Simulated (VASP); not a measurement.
Write the native input for VASP 6.6.1 that does the following.

```
Task                   : relaxation of cell and atoms
Functional             : PBEsol
Potentials or basis    : VASP PAW PBE potentials, release 64 (Ga_d)
Cutoff                 : 600 eV
k mesh                 : 17 × 17 × 17
Occupations            : fermi-dirac, width 0.1 eV
Spin                   : no spin polarisation
Target pressure        : 8 GPa
Dipole correction      : no
Further INCAR settings : ALGO = Normal; EDIFF = 1e-06; IBRION = 2; EDIFFG = -0.005; NSW = 32; ISIF = 3
```

The structure of Ga lies in POSCAR:

```
Ga
1.0
   -1.5942478738      1.5942478738      1.5942478738
    1.5942478738     -1.5942478738      1.5942478738
    1.5942478738      1.5942478738     -1.5942478738
Ga
1
Direct
    0.0000000000      0.0000000000      0.0000000000
```

This isn't the form of Ga at room conditions, which is orthorhombic.

One way to write it, as run:

INCAR

```
SYSTEM = Ga
ALGO = Normal
EDIFF = 1E-6
EDIFFG = -0.005
ENCUT = 600
GGA = PS
IBRION = 2
ISIF = 3
ISMEAR = -1
LASPH = .True.
LCHARG = .False.
LREAL = .False.
LWAVE = .False.
NELM = 60
NSW = 32
PREC = Accurate
PSTRESS = 80.0
SIGMA = 0.1
```

KPOINTS

```
k-points
0
Gamma
  17 17 17
  0 0 0
```

Potentials or basis: VASP PAW PBE potentials, release 64 (Ga_d).

Command:

```bash
$ cat potpaw_PBE.64/Ga_d/POTCAR > POTCAR
$ mpirun -np 1 vasp_std > vasp.out
```

Results of the run:

```yaml
Pressure_after_relaxing: 8.0 GPa
Band_gap_on_the_k_mesh: zero (an odd number of electrons rules out a gap without spin polarisation)
```

Caveat: the relaxation stopped at its first step, so nothing moved; the cell is relaxed towards a set pressure, so the run minimises the enthalpy, not the energy; the PAW data sets were made with another functional, which shifts forces and pressure a little.

Run time: 8.5 s on 1 thread of Intel(R) Xeon(R) 6975P-C (Granite Rapids), with other jobs on the host, peak memory 0.16 GiB.
